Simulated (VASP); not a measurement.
# Al (P6_3/mmc) in VASP: a series of runs

The runs below take Al through single point, with r2SCAN.

Program: VASP 6.6.1. These are calculated values, not measurements. Logs are shortened: lines on timing, memory, paths and dates and some standing lists are left out, and cuts for length are marked.

## 1. The cell of the first run

Symmetry: P6_3/mmc, No. 194, hexagonal system. The conventional cell has a = 2.531 Å, b = 2.531 Å, c = 4.867 Å, α = 90.00°, β = 90.00°, γ = 120.00°. Al (site symmetry -6m2) has 12 Al at 2.53 to 2.84 Å within 3.3 Å.

## 2. Single point, r2SCAN (strain -0.1000 x Voigt [1, 1, 0, 0, 0, 0])

The input, POSCAR:

```
Al
1.0
    2.5312098163      0.0000000000      0.0000000000
   -1.2656049082      2.1920920033      0.0000000000
    0.0000000000      0.0000000000      4.8668500000
Al
2
Direct
    0.6666666667      0.3333333333      0.7500000000
    0.3333333333      0.6666666667      0.2500000000
```

The input, INCAR.step1:

```
SYSTEM = Al
  ALGO = Normal
  EDIFF = 1E-4
  ENCUT = 520
  GGA = PE
  ISMEAR = 0
  LASPH = .TRUE.
  LCHARG = .FALSE.
  LREAL = .FALSE.
  LWAVE = .TRUE.
  NBANDS = 10
  NELM = 80
  PREC = Accurate
  SIGMA = 0.15
```

The input, INCAR.step2:

```
SYSTEM = Al
  ALGO = Normal
  EDIFF = 1E-7
  ENCUT = 520
  ISIF = 2
  ISMEAR = 0
  ISTART = 1
  LASPH = .TRUE.
  LCHARG = .TRUE.
  LELF = .TRUE.
  LMIXTAU = .TRUE.
  LREAL = .FALSE.
  LVHAR = .TRUE.
  LWAVE = .FALSE.
  METAGGA = R2SCAN
  NBANDS = 10
  NELM = 80
  PREC = Accurate
  SIGMA = 0.15
```

The input, KPOINTS:

```
k-points
0
G
  21 21 10
  0 0 0
```

Potentials or basis: VASP PAW PBE potentials, release 64 (Al).

Launch:

```
cat potpaw_PBE.64/Al/POTCAR > POTCAR
cp INCAR.step1 INCAR
mpirun -np 1 vasp_std > vasp.out
cp INCAR.step2 INCAR
mpirun -np 1 vasp_std > vasp.out
```

OUTCAR:

```text
SYSTEM = Al
   EDIFF = 1E-7
   ENCUT = 520
   ISIF = 2
   ISMEAR = 0
   ISTART = 1
   LASPH = .TRUE.
   LREAL = .FALSE.
   METAGGA = R2SCAN
   NELM = 80
   PREC = Accurate

 ion  position               nearest neighbor table
   1  0.667  0.333  0.750-   2 2.84   2 2.84   2 2.84   2 2.84   2 2.84   2 2.84
   2  0.333  0.667  0.250-   1 2.84   1 2.84   1 2.84   1 2.84   1 2.84   1 2.84

  LATTYP: Found a hexagonal cell.
 ALAT       =     2.5312098163
 C/A-ratio  =     1.9227366964

  Lattice vectors:

 A1 = (   2.5312098163,   0.0000000000,   0.0000000000)
 A2 = (  -1.2656049082,   2.1920920033,   0.0000000000)
 A3 = (   0.0000000000,   0.0000000000,   4.8668500000)

Analysis of symmetry for initial positions (statically):
=====================================================================
 Subroutine PRICEL returns:
 Original cell was already a primitive cell.

 Routine SETGRP: Setting up the symmetry group for a
 hexagonal supercell.

 Subroutine GETGRP returns: Found 24 space group operations
 (whereof 12 operations were pure point group operations)
 out of a pool of 24 trial point group operations.

The static configuration has the point symmetry D_3d.
 The point group associated with its full space group is D_6h.

Analysis of symmetry for dynamics (positions and initial velocities):
=====================================================================
 Subroutine PRICEL returns:
 Original cell was already a primitive cell.

 Routine SETGRP: Setting up the symmetry group for a
 hexagonal supercell.

 Subroutine GETGRP returns: Found 24 space group operations
 (whereof 12 operations were pure point group operations)
 out of a pool of 24 trial point group operations.

The dynamic configuration has the point symmetry D_3d.
 The point group associated with its full space group is D_6h.

 Subroutine INISYM returns: Found 24 space group operations
 (whereof 12 operations are pure point group operations),
 and found     1 'primitive' translations

----------------------------------------------------------------------------------------

                                     Primitive cell

  volume of cell :      27.0044

  direct lattice vectors                    reciprocal lattice vectors
     2.531209816  0.000000000  0.000000000     0.395068000  0.228092616  0.000000000
    -1.265604908  2.192092003  0.000000000     0.000000000  0.456185232  0.000000000
     0.000000000  0.000000000  4.866850000     0.000000000  0.000000000  0.205471712

  length of vectors
     2.531209816  2.531209816  4.866850000     0.456185232  0.456185232  0.205471712

  position of ions in fractional coordinates (direct lattice)
     0.666666667  0.333333333  0.750000000
     0.333333333  0.666666667  0.250000000

  ion indices of the primitive-cell ions
   primitive index   ion index
                 1           1
                 2           2

----------------------------------------------------------------------------------------

 KPOINTS: k-points

Automatic generation of k-mesh.
 Grid dimensions read from file:
 generate k-points for:   21   21   10

 Generating k-lattice:

  Cartesian coordinates                     Fractional coordinates (reciprocal lattice)
     0.018812762  0.010861553  0.000000000     0.047619048 -0.000000000  0.000000000
     0.000000000  0.021723106  0.000000000     0.000000000  0.047619048  0.000000000
     0.000000000  0.000000000  0.020547171     0.000000000  0.000000000  0.100000000

  Length of vectors
     0.021723106  0.021723106  0.020547171

  Shift w.r.t. Gamma in fractional coordinates (k-lattice)
     0.000000000  0.000000000  0.000000000

 Subroutine IBZKPT returns following result:
 ===========================================

 Found    288 irreducible k-points:

 Following reciprocal coordinates:
            Coordinates               Weight
  0.000000  0.000000  0.000000      1.000000
  0.047619  0.000000  0.000000      6.000000
  0.095238 -0.000000  0.000000      6.000000
  0.142857  0.000000  0.000000      6.000000
  0.190476 -0.000000  0.000000      6.000000
  0.238095  0.000000  0.000000      6.000000
[... 16 lines left out ...]
  0.142857  0.095238  0.000000     12.000000
  0.190476  0.095238  0.000000     12.000000
 [... further k-points ...]
   k-points           NKPTS =    288   k-points in BZ     NKDIM =    288   number of bands    NBANDS=     10
   number of dos      NEDOS =    301   number of ions     NIONS =      2
   total plane-waves  NPLWV =  14400
   dimension x,y,z NGX =    20 NGY =   20 NGZ =   36
   dimension x,y,z NGXF=    40 NGYF=   40 NGZF=   72
   ions per type =               2
   NGX,Y,Z   is equivalent  to a cutoff of  13.14, 13.14, 12.30 a.u.
   NGXF,Y,Z  is equivalent  to a cutoff of  26.27, 26.27, 24.59 a.u.
 SYSTEM =  Al
   PREC   = accura    normal or accurate (medium, high low for compatibility)
   ISTART =      1    job   : 0-new  1-cont  2-samecut
   ICHARG =      0    charge: 1-file 2-atom 10-const
   ISPIN  =      1    spin polarized calculation?
   LNONCOLLINEAR =      F non collinear calculations
   LSORBIT =      F    spin-orbit coupling
   LASPH  =      T    aspherical Exc in radial PAW
   ENCUT  =  520.0 eV  38.22 Ry    6.18 a.u.   4.71  4.71  9.05*2*pi/ulx,y,z
   NELM   =     80;   NELMIN=  2; NELMDL=  0     # of ELM steps
   EDIFF  = 0.1E-06   stopping-criterion for ELM
   LREAL  =      F    real-space projection
   EDIFFG = 0.1E-05   stopping-criterion for IOM
   NSW    =      0    number of steps for IOM
   IBRION =     -1    ionic relax: 0-MD 1-quasi-New 2-CG
   NFREE  =      0    steps in history (QN), initial steepest desc. (CG)
   ISIF   =      2    stress and relaxation
   ISYM   =      2    0-nonsym 1-usesym 2-fastsym
   POTIM  = 0.5000    time-step for ionic-motion
   TEBEG  =    0.0;   TEEND  =   0.0 temperature during run
   PSTRESS=    0.0 pullay stress
   NELECT =       6.0000    total number of electrons
   NUPDOWN=      -1.0000    fix difference up-down
   EMIN   =  10.00;   EMAX   =-10.00  energy-range for DOS
   EFERMI =   0.00;   METHOD = LEGACY
   ISMEAR =     0;   SIGMA  =   0.15  broadening in eV -4-tet -1-fermi 0-gaus
   EFERMI_NEDOS =   21; number of points for ismear=-14 and -15
   IALGO  =     38    algorithm
   IMIX   =      4    mixing-type and parameters
     AMIX     =   0.40;   BMIX     =  1.00
     AMIX_MAG =   1.60;   BMIX_MAG =  1.00
  volume/ion in A,a.u.               =      13.50        91.12
  Fermi-wavevector in a.u.,A,eV,Ry     =   0.991548  1.873753 13.376797  0.983167
  Thomas-Fermi vector in A             =   2.123297
   LORBIT       =      0    0 simple, 1 ext, 2 COOP (PROOUT), +10 PAW based schemes
   METAGGA = R2SCAN    functional components
   LHFCALC =     F    Hartree Fock is set to
   AEXX    =    0.0000 exact exchange contribution
   IVDW    =     0    specifies the selected vdW correction
   LEPSILON=     F    determine dielectric tensor
   LRPA    =     F    only Hartree local field effects (RPA)
 non-spin polarized calculation
 Gauss-broadening in eV      SIGMA  =   0.15
  energy-cutoff  :      520.00
  volume of cell :       27.00
 maximum number of plane-waves:       742
 NGX is ok and might be reduce to    20
   NGX =  9   NGY =  9   NGZ = 19

 number of electron       6.0000000 magnetization

 Free energy of the ion-electron system (eV)
  ---------------------------------------------------
  ext. energy  EPLUGINS =         0.00000000
  ---------------------------------------------------
  free energy    TOTEN  =       -12.84209980 eV

  energy without entropy =      -12.83445548  energy(sigma->0) =      -12.83827764

 E-fermi :  10.1737     XC(G=0): -11.6667

 val. band max:       10.1734201019   @ k =   0.3810   0.1429   0.0000
 cond. band min:      10.1895322863   @ k =   0.4762   0.0476   0.1000
 fundamental gap:      0.0161121844
 Fermi energy:        10.1736774486

 k-point     1 :       0.0000    0.0000    0.0000
  band No.  band energies     occupation
      1      -3.0929      2.00000
      2       3.2591      2.00000
      3       3.4621      2.00000
      4      20.5614      0.00000
      5      22.0740      0.00000
      6      25.4555      0.00000
      7      25.4555      0.00000
      8      26.3138      0.00000
      9      26.3138      0.00000
     10      29.9704      0.00000

 k-point     2 :       0.0476    0.0000    0.0000
  band No.  band energies     occupation
      1      -3.0192      2.00000
      2       3.3299      2.00000
      3       3.5310      2.00000
      4      20.5706      0.00000
      5      22.1310      0.00000
      6      24.1191      0.00000
      7      24.8031      0.00000
      8      25.8680      0.00000
      9      26.8737      0.00000
     10      29.8950      0.00000

 k-point     3 :       0.0952   -0.0000    0.0000
  band No.  band energies     occupation
      1      -2.7982      2.00000
      2       3.5415      2.00000
      3       3.7378      2.00000
      4      20.4399      0.00000
      5      22.1579      0.00000
      6      22.3013      0.00000
      7      23.8894      0.00000
      8      24.5187      0.00000
      9      27.3459      0.00000
     10      28.2301      0.00000

 k-point     4 :       0.1429    0.0000    0.0000
  band No.  band energies     occupation
      1      -2.4310      2.00000
      2       3.8912      2.00000
      3       4.0826      2.00000
      4      19.1160      0.00000
      5      21.3931      0.00000
      6      22.5814      0.00000
      7      22.8950      0.00000
      8      23.0276      0.00000
      9      25.8544      0.00000
     10      27.3507      0.00000

 k-point     5 :       0.1905   -0.0000    0.0000
  band No.  band energies     occupation
      1      -1.9190      2.00000
      2       4.3742      2.00000
      3       4.5656      2.00000
      4      17.0239      0.00000
      5      21.1924      0.00000
      6      21.5016      0.00000
      7      22.2564      0.00000
      8      22.8943      0.00000
      9      23.5981      0.00000
     10      26.3426      0.00000

 k-point     6 :       0.2381    0.0000    0.0000
  band No.  band energies     occupation
      1      -1.2646      2.00000
      2       4.9818      2.00000
      3       5.1872      2.00000
      4      14.9248      0.00000
      5      19.4864      0.00000
      6      21.2002      0.00000
      7      21.5882      0.00000
      8      21.7019      0.00000
      9      23.5585      0.00000
     10      25.4822      0.00000
[... 183 lines left out ...]
 k-point    21 :       0.4762    0.0476    0.0000
  band No.  band energies     occupation
      1       4.5001      2.00000
      2       4.9933      2.00000
      3      10.4898      0.00288
      4      11.0055      0.00000
      5      11.3064      0.00000
      6      11.6548      0.00000
      7      18.7132      0.00000
      8      22.7475      0.00000
      9      23.4167      0.00000
     10      24.0902      0.00000

 k-point    22 :       0.0952    0.0952    0.0000
  band No.  band energies     occupation
      1      -2.2113      2.00000
      2       4.0993      2.00000
      3       4.2895      2.00000
      4      18.8450      0.00000
      5      19.9717      0.00000
      6      21.6091      0.00000
      7      22.7483      0.00000
      8      24.2885      0.00000
      9      25.6183      0.00000
     10      25.8353      0.00000

 k-point    23 :       0.1429    0.0952    0.0000
  band No.  band energies     occupation
      1      -1.7004      2.00000
      2       4.5790      2.00000
      3       4.7728      2.00000
      4      17.0497      0.00000
      5      18.6632      0.00000
      6      21.5685      0.00000
      7      22.9890      0.00000
      8      23.0466      0.00000
      9      23.7173      0.00000
     10      25.3271      0.00000

 k-point    24 :       0.1905    0.0952    0.0000
  band No.  band energies     occupation
      1      -1.0474      2.00000
      2       5.1822      2.00000
      3       5.3946      2.00000
      4      15.0304      0.00000
      5      17.6345      0.00000
      6      20.8740      0.00000
      7      21.3736      0.00000
      8      22.3076      0.00000
      9      23.7132      0.00000
     10      24.4332      0.00000

 [... further k-points ...]
[... 5 lines left out ...]
  --------------------------------------------------------------------------------------
  -------------------------------------------------------------------------------------
  Total        6.3189853      6.3189853      0.9338532     -0.0000000      0.0000000      0.0000000
  in kB      374.9065596    374.9065596     55.4056807     -0.0000000      0.0000000      0.0000000
  external PRESSURE =     268.4062666 kB  Pullay stress =       0.0000000 kB

 VOLUME and BASIS-vectors are now :
 -----------------------------------------------------------------------------
  energy-cutoff  :      520.00
  volume of cell :       27.00
      direct lattice vectors                 reciprocal lattice vectors
     2.531209816  0.000000000  0.000000000     0.395068000  0.228092616  0.000000000
    -1.265604908  2.192092003  0.000000000     0.000000000  0.456185232  0.000000000
     0.000000000  0.000000000  4.866850000     0.000000000  0.000000000  0.205471712

 POSITION                                       TOTAL-FORCE (eV/Angst)
 -----------------------------------------------------------------------------------
      1.26560      0.73070      3.65014         0.000000     -0.000000      0.000000
     -0.00000      1.46139      1.21671        -0.000000      0.000000      0.000000
 -----------------------------------------------------------------------------------
    total drift:                                0.000000     -0.000000      0.000000

  FREE ENERGIE OF THE ION-ELECTRON SYSTEM (eV)
  ---------------------------------------------------
  free  energy   TOTEN  =       -12.8420998050 eV

  energy  without entropy=      -12.8344554788  energy(sigma->0) =      -12.83827764
```

Wall time 2.9 min (1 thread of Intel Xeon Platinum 8259CL at 2.50GHz (Skylake/Cascade Lake), shared host); peak memory 0.18 GiB.

Results:

* Free energy: -12.8421 eV
* Pressure: 26.8 GPa
* Band gap on the k mesh: zero (band 3 reaches 13.62 eV, above the bottom of band 4 at 7.24 eV)

Stress tensor (GPa, compression positive):
```
37.49  0.00  0.00
 0.00 37.49  0.00
 0.00  0.00  5.54
```

Caveat: the cell differs from its parent crystal (strain -0.1000 x Voigt [1, 1, 0, 0, 0, 0]); the PAW data sets were made with another functional, which shifts forces and pressure a little.

## 3. Single point, r2SCAN (strain -0.0750 x Voigt [1, 1, 0, 0, 0, 0])

The input, POSCAR:

```
Al
1.0
    2.6015212001      0.0000000000      0.0000000000
   -1.3007606000      2.2529834478      0.0000000000
    0.0000000000      0.0000000000      4.8668500000
Al
2
Direct
    0.6666666667      0.3333333333      0.7500000000
    0.3333333333      0.6666666667      0.2500000000
```

The input, INCAR.step1:

```
PREC = Accurate
ENCUT = 520
ISMEAR = 0
SIGMA = 0.15
LREAL = F
LASPH = T
NELM = 60
NBANDS = 10
GGA = PE
ALGO = Normal
EDIFF = 1E-4
LWAVE = T
LCHARG = F
```

The input, INCAR.step2:

```
PREC = Accurate
ENCUT = 520
EDIFF = 1E-6
ISMEAR = 0
SIGMA = 0.15
LREAL = F
LASPH = T
NELM = 60
ALGO = Normal
ISIF = 2
LWAVE = F
LCHARG = F
METAGGA = R2SCAN
LMIXTAU = T
NBANDS = 10
ISTART = 1
```

The input, KPOINTS:

```
regular mesh
0
Gamma
  21 21 10
```

Potentials or basis: VASP PAW PBE potentials, release 64 (Al).

Launch:

```
cat potpaw_PBE.64/Al/POTCAR > POTCAR
cp INCAR.step1 INCAR
mpirun -np 1 vasp_std > vasp.out
cp INCAR.step2 INCAR
mpirun -np 1 vasp_std > vasp.out
```

OUTCAR:

```text
PREC = Accurate
   ENCUT = 520
   EDIFF = 1E-6
   ISMEAR = 0
   LREAL = F
   LASPH = T
   NELM = 60
   ISIF = 2
   METAGGA = R2SCAN
   ISTART = 1

 ion  position               nearest neighbor table
   1  0.667  0.333  0.750-   2 2.86   2 2.86   2 2.86   2 2.86   2 2.86   2 2.86
   2  0.333  0.667  0.250-   1 2.86   1 2.86   1 2.86   1 2.86   1 2.86   1 2.86

  LATTYP: Found a hexagonal cell.
 ALAT       =     2.6015212001
 C/A-ratio  =     1.8707708397

  Lattice vectors:
[... 500 lines left out ...]

 [... further k-points ...]

------------------------ aborting loop because EDIFF is reached ----------------------------------------

  FORCE on cell =-STRESS in cart. coord.  units (eV):
  Direction    XX          YY          ZZ          XY          YZ          ZX
  --------------------------------------------------------------------------------------
  -------------------------------------------------------------------------------------
  Total        4.0780502      4.0780502      0.4221812      0.0000000      0.0000000      0.0000000
  in kB      229.0497501    229.0497501     23.7124327      0.0000000      0.0000000      0.0000000
  external PRESSURE =     160.6039776 kB  Pullay stress =       0.0000000 kB

 VOLUME and BASIS-vectors are now :
 -----------------------------------------------------------------------------
  energy-cutoff  :      520.00
  volume of cell :       28.53
      direct lattice vectors                 reciprocal lattice vectors
     2.601521200  0.000000000  0.000000000     0.384390487  0.221927951  0.000000000
    -1.300760600  2.252983448  0.000000000     0.000000000  0.443855902  0.000000000
     0.000000000  0.000000000  4.866850000     0.000000000  0.000000000  0.205471712

 POSITION                                       TOTAL-FORCE (eV/Angst)
 -----------------------------------------------------------------------------------
      1.30076      0.75099      3.65014        -0.000000      0.000000      0.000000
     -0.00000      1.50199      1.21671         0.000000     -0.000000      0.000000
 -----------------------------------------------------------------------------------
    total drift:                                0.000000     -0.000000      0.000000

  FREE ENERGIE OF THE ION-ELECTRON SYSTEM (eV)
  ---------------------------------------------------
  free  energy   TOTEN  =       -13.1256989168 eV

  energy  without entropy=      -13.1177492866  energy(sigma->0) =      -13.12172410
```

OSZICAR.step1:

```text
N       E                     dE             d eps       ncg     rms          rms(c)
DAV:   1     0.666690974071E+00    0.66669E+00   -0.23804E+03  5760   0.479E+02
DAV:   2    -0.698603720518E+01   -0.76527E+01   -0.73564E+01  7608   0.574E+01
DAV:   3    -0.714547886760E+01   -0.15944E+00   -0.15865E+00  7518   0.668E+00
DAV:   4    -0.714612701806E+01   -0.64815E-03   -0.64811E-03  6880   0.486E-01
DAV:   5    -0.714613222197E+01   -0.52039E-05   -0.52044E-05  7042   0.443E-02    0.232E+00
DAV:   6    -0.710985943934E+01    0.36273E-01   -0.35576E-03  6534   0.277E-01    0.135E+00
DAV:   7    -0.708545873769E+01    0.24401E-01   -0.90403E-03  6236   0.439E-01    0.195E-01
DAV:   8    -0.708532643252E+01    0.13231E-03   -0.37425E-04  7026   0.956E-02    0.618E-02
DAV:   9    -0.708529832129E+01    0.28111E-04   -0.33468E-05  3364   0.253E-02
   1 F= -.70852983E+01 E0= -.70812122E+01  d E =-.817234E-02
```

Run time: 2.5 min. Hardware: 1 thread of Intel Xeon Platinum 8259CL at 2.50GHz (Skylake/Cascade Lake), shared host; peak memory 0.19 GiB.

What came out:

- Free energy: -13.1257 eV
- Pressure: 16.1 GPa
- Band gap on the k mesh: zero (band 3 reaches 13.14 eV, above the bottom of band 4 at 6.55 eV)

Caveat: the cell differs from its parent crystal (strain -0.0750 x Voigt [1, 1, 0, 0, 0, 0]); the PAW data sets were made with another functional, which shifts forces and pressure a little.

(Part 1 of 2 ends here.)
